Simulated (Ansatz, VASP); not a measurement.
# One calculation of BN, two programs

```
CELL_PARAMETERS angstrom
-0.06796 1.87583 1.81239
1.81239 -0.06796 1.81239
1.74443 1.80786 0.00000
ATOMIC_POSITIONS crystal
B 0.00000 0.00000 0.00000
N 0.75000 0.75000 0.75000
```

Change from the starting cell: engineering shear strain xz -0.0750, normal strain along z +0.0350.

Alike in both runs: task single point; functional PBE; k mesh 12 × 12 × 12; occupations gaussian, width 0.05 eV; no spin polarisation.

```csv
,VASP,Ansatz
version,VASP 6.6.1,Ansatz 0.2.0
potentials or method,"VASP PAW PBE potentials, release 64 (B, N), cutoff 520 eV","scalar-relativistic, plane waves, PAW"
valence electrons in the cell,8,8
```

Ansatz gave:

| Item | Value |
| --- | --- |
| gap on the k mesh at the Fermi level (eV) | 3.80 |
| least direct gap on the mesh (eV) | 7.44 |
| pressure (GPa) | -9.7 |
| traceless stress, the component that is largest in VASP (GPa) | 29.25 |
| rms of the force components (eV/Å) | 0.005 |

What did VASP give for the same quantities?

gap on the k mesh at the Fermi level (eV): 3.79; least direct gap on the mesh (eV): 7.44; pressure (GPa): -9.6; traceless stress, the component that is largest in VASP (GPa): 29.44; rms of the force components (eV/Å): 0.001.

Atom by atom the forces differ by 0.006 eV/Å (rms over components).
